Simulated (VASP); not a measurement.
# AgI (F-43m) in VASP: a series of runs

Runs on AgI. Level: LDA. Tasks: single point.

Everything below comes from runs of VASP 6.6.1. Logs are shortened: lines on timing, memory, paths and dates and some standing lists are left out, and cuts for length are marked.

### Step 1. The cell of the first run

The structure is cubic, space group F-43m (No. 216). The conventional cell has a = 6.348 Å, b = 6.348 Å, c = 6.348 Å, α = 90.00°, β = 90.00°, γ = 90.00°. Ag (site symmetry -43m) has 4 I at 2.75 Å within 3.6 Å. Within 3.6 Å of I (site symmetry -43m) lie 4 Ag at 2.75 Å.

### Step 2. Single point, LDA

Input file INCAR:

```
PREC = Accurate ; ENCUT = 500
EDIFF = 1E-6 ; ISMEAR = 0
SIGMA = 0.01 ; LREAL = F
LASPH = T ; NELM = 120
ALGO = Normal ; ISIF = 2
LWAVE = F ; LCHARG = F
NBANDS = 16 ; GGA_COMPAT = F
```

Input file KPOINTS:

```
Automatic mesh
0
Gamma
  6 6 6
```

Input file POSCAR:

```
AgI
1.0
    0.0000000000      3.1739604665      3.1739604665
    3.1739604665      0.0000000000      3.1739604665
    3.1739604665      3.1739604665      0.0000000000
Ag I
1 1
Direct
    0.0000000000      0.0000000000      0.0000000000
    0.7500000000      0.7500000000      0.7500000000
```

Potentials or basis: VASP PAW LDA potentials, release 64 (Ag, I).

Run with:

```sh
> cat potpaw_LDA.64/Ag/POTCAR potpaw_LDA.64/I/POTCAR > POTCAR
> mpirun -np 1 vasp_std > vasp.out
```

OUTCAR:

```text
PREC = Accurate
   ENCUT = 500
   EDIFF = 1E-6
   ISMEAR = 0
   LREAL = F
   LASPH = T
   NELM = 120
   ISIF = 2

 ion  position               nearest neighbor table
   1  0.000  0.000  0.000-   2 2.75   2 2.75   2 2.75   2 2.75
   2  0.750  0.750  0.750-   1 2.75   1 2.75   1 2.75   1 2.75

  LATTYP: Found a face centered cubic cell.
 ALAT       =     6.3479209330

  Lattice vectors:

 A1 = (   0.0000000000,   3.1739604665,   3.1739604665)
 A2 = (   3.1739604665,   0.0000000000,   3.1739604665)
 A3 = (   3.1739604665,   3.1739604665,   0.0000000000)

Analysis of symmetry for initial positions (statically):
=====================================================================
 Subroutine PRICEL returns:
 Original cell was already a primitive cell.

 Routine SETGRP: Setting up the symmetry group for a
 face centered cubic supercell.

 Subroutine GETGRP returns: Found 24 space group operations
 (whereof 24 operations were pure point group operations)
 out of a pool of 48 trial point group operations.

The static configuration has the point symmetry T_d .

Analysis of symmetry for dynamics (positions and initial velocities):
=====================================================================
 Subroutine PRICEL returns:
 Original cell was already a primitive cell.

 Routine SETGRP: Setting up the symmetry group for a
 face centered cubic supercell.

 Subroutine GETGRP returns: Found 24 space group operations
 (whereof 24 operations were pure point group operations)
 out of a pool of 48 trial point group operations.

The dynamic configuration has the point symmetry T_d .

 Subroutine INISYM returns: Found 24 space group operations
 (whereof 24 operations are pure point group operations),
 and found     1 'primitive' translations

----------------------------------------------------------------------------------------

                                     Primitive cell

  volume of cell :      63.9491

  direct lattice vectors                    reciprocal lattice vectors
     0.000000000  3.173960467  3.173960467    -0.157531893  0.157531893  0.157531893
     3.173960467  0.000000000  3.173960467     0.157531893 -0.157531893  0.157531893
     3.173960467  3.173960467  0.000000000     0.157531893  0.157531893 -0.157531893

[... 69 lines left out ...]
   LNONCOLLINEAR =      F non collinear calculations
   LSORBIT =      F    spin-orbit coupling
   LASPH  =      T    aspherical Exc in radial PAW
   ENCUT  =  500.0 eV  36.75 Ry    6.06 a.u.   8.18  8.18  8.18*2*pi/ulx,y,z
   NELM   =    120;   NELMIN=  2; NELMDL= -5     # of ELM steps
   EDIFF  = 0.1E-05   stopping-criterion for ELM
   LREAL  =      F    real-space projection
   EDIFFG = 0.1E-04   stopping-criterion for IOM
   NSW    =      0    number of steps for IOM
   IBRION =     -1    ionic relax: 0-MD 1-quasi-New 2-CG
   NFREE  =      0    steps in history (QN), initial steepest desc. (CG)
   ISIF   =      2    stress and relaxation
   ISYM   =      2    0-nonsym 1-usesym 2-fastsym
   POTIM  = 0.5000    time-step for ionic-motion
   TEBEG  =    0.0;   TEEND  =   0.0 temperature during run
   PSTRESS=    0.0 pullay stress
   NELECT =      18.0000    total number of electrons
   NUPDOWN=      -1.0000    fix difference up-down
   EMIN   =  10.00;   EMAX   =-10.00  energy-range for DOS
   EFERMI =   0.00;   METHOD = LEGACY
   ISMEAR =     0;   SIGMA  =   0.01  broadening in eV -4-tet -1-fermi 0-gaus
   EFERMI_NEDOS =   21; number of points for ismear=-14 and -15
   IALGO  =     38    algorithm
   IMIX   =      4    mixing-type and parameters
     AMIX     =   0.40;   BMIX     =  1.00
     AMIX_MAG =   1.60;   BMIX_MAG =  1.00
  volume/ion in A,a.u.               =      31.97       215.77
  Fermi-wavevector in a.u.,A,eV,Ry     =   1.072887  2.027463 15.661495  1.151087
  Thomas-Fermi vector in A             =   2.208671
   LORBIT       =      0    0 simple, 1 ext, 2 COOP (PROOUT), +10 PAW based schemes
   GGA     = CA    functional components
   LHFCALC =     F    Hartree Fock is set to
   AEXX    =    0.0000 exact exchange contribution
   IVDW    =     0    specifies the selected vdW correction
   LEPSILON=     F    determine dielectric tensor
   LRPA    =     F    only Hartree local field effects (RPA)
 non-spin polarized calculation
 Gauss-broadening in eV      SIGMA  =   0.01
  energy-cutoff  :      500.00
  volume of cell :       63.95
 maximum number of plane-waves:      1640
 NGX is ok and might be reduce to    36
   NGX = 17   NGY = 17   NGZ = 17

 number of electron      18.0000002 magnetization

 Free energy of the ion-electron system (eV)
  ---------------------------------------------------
  ext. energy  EPLUGINS =         0.00000000
  ---------------------------------------------------
  free energy    TOTEN  =        -6.12168297 eV

  energy without entropy =       -6.12168297  energy(sigma->0) =       -6.12168297

 E-fermi :   3.8272     XC(G=0):  -9.1610

 val. band max:        3.7160704043   @ k =   0.0000   0.0000   0.0000
 cond. band min:       4.8078783367   @ k =   0.0000   0.0000   0.0000
 fundamental gap:      1.0918079324
 Fermi energy:         3.8272073162

 k-point     1 :       0.0000    0.0000    0.0000
  band No.  band energies     occupation
      1      -9.5435      2.00000
      2      -0.9793      2.00000
      3      -0.9793      2.00000
      4      -0.9793      2.00000
      5       0.2707      2.00000
      6       0.2707      2.00000
[... 281 lines left out ...]
      3      -0.5638      2.00000
      4      -0.4235      2.00000
      5       0.2569      2.00000
      6       0.5496      2.00000
[... 8 lines left out ...]
     15      15.3454      0.00000
     16      15.4505      0.00000

------------------------ aborting loop because EDIFF is reached ----------------------------------------

  FORCE on cell =-STRESS in cart. coord.  units (eV):
  Direction    XX          YY          ZZ          XY          YZ          ZX
  --------------------------------------------------------------------------------------
  -------------------------------------------------------------------------------------
  Total        0.0136804      0.0136804      0.0136804      0.0000000      0.0000000      0.0000000
  in kB        0.3427474      0.3427474      0.3427474      0.0000000      0.0000000      0.0000000
  external PRESSURE =       0.3427474 kB  Pullay stress =       0.0000000 kB

 VOLUME and BASIS-vectors are now :
 -----------------------------------------------------------------------------
  energy-cutoff  :      500.00
  volume of cell :       63.95
      direct lattice vectors                 reciprocal lattice vectors
     0.000000000  3.173960467  3.173960467    -0.157531893  0.157531893  0.157531893
     3.173960467  0.000000000  3.173960467     0.157531893 -0.157531893  0.157531893
     3.173960467  3.173960467  0.000000000     0.157531893  0.157531893 -0.157531893

 POSITION                                       TOTAL-FORCE (eV/Angst)
 -----------------------------------------------------------------------------------
      0.00000      0.00000      0.00000         0.000000      0.000000      0.000000
      4.76094      4.76094      4.76094        -0.000000     -0.000000     -0.000000
 -----------------------------------------------------------------------------------
    total drift:                                0.000000      0.000000      0.000000

  FREE ENERGIE OF THE ION-ELECTRON SYSTEM (eV)
  ---------------------------------------------------
  free  energy   TOTEN  =        -6.1216829655 eV

  energy  without entropy=       -6.1216829655  energy(sigma->0) =       -6.12168297
```

OSZICAR:

```text
N       E                     dE             d eps       ncg     rms          rms(c)
DAV:   1     0.914335936010E+02    0.91434E+02   -0.75934E+03   512   0.925E+02
DAV:   2    -0.316762498934E+01   -0.94601E+02   -0.88566E+02   616   0.196E+02
DAV:   3    -0.620104022919E+01   -0.30334E+01   -0.30282E+01   648   0.371E+01
DAV:   4    -0.624537341795E+01   -0.44333E-01   -0.44331E-01   808   0.418E+00
DAV:   5    -0.624547191614E+01   -0.98498E-04   -0.98498E-04   656   0.194E-01    0.631E+00
DAV:   6    -0.613077789559E+01    0.11469E+00   -0.33956E-01   624   0.790E+00    0.462E+00
DAV:   7    -0.612412769762E+01    0.66502E-02   -0.32895E-02   592   0.121E+00    0.198E+00
DAV:   8    -0.612171325884E+01    0.24144E-02   -0.14837E-03   648   0.283E-01    0.171E-01
DAV:   9    -0.612167512365E+01    0.38135E-04   -0.16600E-04   664   0.163E-01    0.405E-02
DAV:  10    -0.612168115706E+01   -0.60334E-05   -0.92084E-06   624   0.262E-02    0.158E-02
DAV:  11    -0.612168299907E+01   -0.18420E-05   -0.12188E-06   456   0.729E-03    0.240E-03
DAV:  12    -0.612168296546E+01    0.33609E-07   -0.26280E-07   304   0.501E-03
   1 F= -.61216830E+01 E0= -.61216830E+01  d E =-.178865E-57
```

stdout:

```text
POSCAR found type information on POSCAR AgI
 POSCAR found :  2 types and       2 ions
 scaLAPACK will be used
 LDA part: xc-table for (Slater(with rela. corr.)+CA(PZ))
 , standard interpolation
 POSCAR, INCAR and KPOINTS ok, starting setup
 FFT: planning ... GRIDC
 FFT: planning ... GRID_SOFT
 FFT: planning ... GRID
 WAVECAR not read
 entering main loop
```

Wall time 7.2 s (1 thread of Intel Xeon 6975P-C (Granite Rapids), shared host); peak memory 0.17 GiB.

Results:

```
Free energy            : -6.1217 eV
Pressure               : 0.0 GPa
Band gap on the k mesh : 1.09 eV, direct
```

Levels at points of the mesh, in eV from the valence-band top:
```
           k point  band 5  band 6  band 7  band 8  band 9  band 10  band 11  band 12  band 13  band 14
(0.00, 0.00, 0.00)   -3.45   -3.45    0.00    0.00    0.00     1.09     5.51     5.51     5.51     8.70
(0.50, 0.00, 0.00)   -3.41   -3.41   -3.27   -0.84   -0.84     2.53     6.03     6.03     7.07     9.00
(0.50, 0.50, 0.00)   -3.34   -3.31   -2.93   -2.05   -2.05     3.22     3.67     8.51     9.72     9.72
```

Caveat: spin-orbit coupling is left out, which moves the levels of the heavy elements.

### Step 3. Single point, LDA

Input file INCAR:

```
ALGO = Normal
EDIFF = 1E-6
ENCUT = 500
GGA = CA
GGA_COMPAT = F
ISIF = 2
ISMEAR = 0
LASPH = T
LCHARG = F
LREAL = F
LWAVE = F
NBANDS = 16
NELM = 120
PREC = Accurate
SIGMA = 0.01
```

Input file KPOINTS:

```
k-points
0
Gamma
  6 6 6
```

POSCAR is that of step 2.

Potentials or basis: VASP PAW LDA potentials, release 64 (Ag, I).

Run with:

```sh
> cat potpaw_LDA.64/Ag/POTCAR potpaw_LDA.64/I/POTCAR > POTCAR
> mpirun -np 1 vasp_std > vasp.out
```

OUTCAR:

```text
EDIFF = 1E-6
   ENCUT = 500
   GGA = CA
   ISIF = 2
   ISMEAR = 0
   LASPH = T
   LREAL = F
   NELM = 120
   PREC = Accurate

 ion  position               nearest neighbor table
   1  0.000  0.000  0.000-   2 2.75   2 2.75   2 2.75   2 2.75
   2  0.750  0.750  0.750-   1 2.75   1 2.75   1 2.75   1 2.75

  LATTYP: Found a face centered cubic cell.
 ALAT       =     6.3479209330

  Lattice vectors:

 A1 = (   0.0000000000,   3.1739604665,   3.1739604665)
 A2 = (   3.1739604665,   0.0000000000,   3.1739604665)
 A3 = (   3.1739604665,   3.1739604665,   0.0000000000)

Analysis of symmetry for initial positions (statically):
=====================================================================
 Subroutine PRICEL returns:
 Original cell was already a primitive cell.

 Routine SETGRP: Setting up the symmetry group for a
 face centered cubic supercell.

 Subroutine GETGRP returns: Found 24 space group operations
 (whereof 24 operations were pure point group operations)
 out of a pool of 48 trial point group operations.

The static configuration has the point symmetry T_d .

Analysis of symmetry for dynamics (positions and initial velocities):
=====================================================================
 Subroutine PRICEL returns:
 Original cell was already a primitive cell.

 Routine SETGRP: Setting up the symmetry group for a
 face centered cubic supercell.

 Subroutine GETGRP returns: Found 24 space group operations
 (whereof 24 operations were pure point group operations)
 out of a pool of 48 trial point group operations.

The dynamic configuration has the point symmetry T_d .

 Subroutine INISYM returns: Found 24 space group operations
 (whereof 24 operations are pure point group operations),
 and found     1 'primitive' translations

----------------------------------------------------------------------------------------

                                     Primitive cell
[... 100 lines left out ...]
   IMIX   =      4    mixing-type and parameters
     AMIX     =   0.40;   BMIX     =  1.00
     AMIX_MAG =   1.60;   BMIX_MAG =  1.00
  volume/ion in A,a.u.               =      31.97       215.77
  Fermi-wavevector in a.u.,A,eV,Ry     =   1.072887  2.027463 15.661495  1.151087
  Thomas-Fermi vector in A             =   2.208671
   LORBIT       =      0    0 simple, 1 ext, 2 COOP (PROOUT), +10 PAW based schemes
   GGA     = CA    functional components
   LHFCALC =     F    Hartree Fock is set to
   AEXX    =    0.0000 exact exchange contribution
   IVDW    =     0    specifies the selected vdW correction
   LEPSILON=     F    determine dielectric tensor
   LRPA    =     F    only Hartree local field effects (RPA)
 non-spin polarized calculation
 Gauss-broadening in eV      SIGMA  =   0.01
  energy-cutoff  :      500.00
  volume of cell :       63.95
 maximum number of plane-waves:      1640
 NGX is ok and might be reduce to    36
   NGX = 17   NGY = 17   NGZ = 17

 number of electron      18.0000002 magnetization

 Free energy of the ion-electron system (eV)
  ---------------------------------------------------
  ext. energy  EPLUGINS =         0.00000000
  ---------------------------------------------------
  free energy    TOTEN  =        -6.12168297 eV

  energy without entropy =       -6.12168297  energy(sigma->0) =       -6.12168297

 E-fermi :   3.8272     XC(G=0):  -9.1610

 val. band max:        3.7160704043   @ k =   0.0000   0.0000   0.0000
 cond. band min:       4.8078783367   @ k =   0.0000   0.0000   0.0000
 fundamental gap:      1.0918079324
 Fermi energy:         3.8272073162

 k-point     1 :       0.0000    0.0000    0.0000
  band No.  band energies     occupation
      1      -9.5435      2.00000
      2      -0.9793      2.00000
      3      -0.9793      2.00000
      4      -0.9793      2.00000
      5       0.2707      2.00000
      6       0.2707      2.00000
[... 281 lines left out ...]
      3      -0.5638      2.00000
      4      -0.4235      2.00000
      5       0.2569      2.00000
      6       0.5496      2.00000
[... 8 lines left out ...]
     15      15.3454      0.00000
     16      15.4505      0.00000

------------------------ aborting loop because EDIFF is reached ----------------------------------------

  FORCE on cell =-STRESS in cart. coord.  units (eV):
  Direction    XX          YY          ZZ          XY          YZ          ZX
  --------------------------------------------------------------------------------------
  -------------------------------------------------------------------------------------
  Total        0.0136804      0.0136804      0.0136804      0.0000000      0.0000000      0.0000000
  in kB        0.3427474      0.3427474      0.3427474      0.0000000      0.0000000      0.0000000
  external PRESSURE =       0.3427474 kB  Pullay stress =       0.0000000 kB

 VOLUME and BASIS-vectors are now :
 -----------------------------------------------------------------------------
  energy-cutoff  :      500.00
  volume of cell :       63.95
      direct lattice vectors                 reciprocal lattice vectors
     0.000000000  3.173960467  3.173960467    -0.157531893  0.157531893  0.157531893
     3.173960467  0.000000000  3.173960467     0.157531893 -0.157531893  0.157531893
     3.173960467  3.173960467  0.000000000     0.157531893  0.157531893 -0.157531893

 POSITION                                       TOTAL-FORCE (eV/Angst)
 -----------------------------------------------------------------------------------
      0.00000      0.00000      0.00000         0.000000      0.000000      0.000000
      4.76094      4.76094      4.76094        -0.000000     -0.000000     -0.000000
 -----------------------------------------------------------------------------------
    total drift:                                0.000000      0.000000      0.000000

  FREE ENERGIE OF THE ION-ELECTRON SYSTEM (eV)
  ---------------------------------------------------
  free  energy   TOTEN  =        -6.1216829655 eV

  energy  without entropy=       -6.1216829655  energy(sigma->0) =       -6.12168297
```

stdout:

```text
POSCAR found type information on POSCAR AgI
 POSCAR found :  2 types and       2 ions
 scaLAPACK will be used
 LDA part: xc-table for (Slater(with rela. corr.)+CA(PZ))
 , standard interpolation
 POSCAR, INCAR and KPOINTS ok, starting setup
 FFT: planning ... GRIDC
 FFT: planning ... GRID_SOFT
 FFT: planning ... GRID
 WAVECAR not read
 entering main loop
```

It took 6.4 s on 1 thread of Intel Xeon 6975P-C (Granite Rapids), shared host; peak memory 0.16 GiB.

Results:

```
Free energy            : -6.1217 eV
Pressure               : 0.0 GPa
Band gap on the k mesh : 1.09 eV, direct
```

Caveat: spin-orbit coupling is left out, which moves the levels of the heavy elements.
